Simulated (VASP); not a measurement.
Input of a VASP 6.6.1 run:

Contents of INCAR:

```
SYSTEM = Cu
PREC     = Accurate       ! precision mode
ENCUT    = 520            ! plane-wave cutoff, eV
EDIFF    = 1E-6           ! SCF threshold, eV
ISMEAR   = 0              ! smearing method
SIGMA    = 0.15           ! smearing width, eV
LREAL    = .FALSE.        ! projectors in reciprocal space
LASPH    = .TRUE.         ! aspherical terms in the spheres
NELM     = 60             ! most SCF steps
ALGO     = Fast           ! electronic algorithm
ISIF     = 2              ! what is computed and relaxed
LWAVE    = .FALSE.        ! write WAVECAR
LCHARG   = .FALSE.        ! write CHGCAR
GGA      = PS             ! functional
NBANDS   = 54             ! bands
```

Contents of KPOINTS:

```
Automatic mesh
0
G
  13 18 5
  0 0 0
```

File POSCAR:

```
Cu
1.0
    3.6150000000      0.0000000000      0.0000000000
    0.0000000000      1.8075000000     -1.8075000000
    0.0000000000      7.4067766953      7.4067766953
Cu
8
Direct
    0.0000000000      0.0000000000      0.9151247943
    0.5000000000      0.5000000000      0.0610083196
    0.0000000000      0.0000000000      0.1830249589
    0.5000000000      0.5000000000      0.3050415981
    0.0000000000      0.0000000000      0.4270582374
    0.5000000000      0.5000000000      0.5490748766
    0.0000000000      0.0000000000      0.6710915158
    0.5000000000      0.5000000000      0.7931081551
```

Potentials or basis: VASP PAW PBE potentials, release 64 (Cu).

Run with:

```console
$ cat potpaw_PBE.64/Cu/POTCAR > POTCAR
$ mpirun -np 1 vasp_std > vasp.out
```

Question: Estimate the pressure.

Answer: -8.0 GPa.

Question: Predict the band gap on the k mesh.

Answer: Zero (bands 44 and 45 overlap by 3.48 eV).

Stress tensor (GPa, compression positive):
```
-7.92  0.00  0.00
 0.00 -8.07 -1.36
 0.00 -1.36 -8.07
```

Caveat: the cell differs from its parent crystal (the distance across one plane changed); the cell stands under tension; the PAW data sets were made with another functional, which shifts forces and pressure a little.
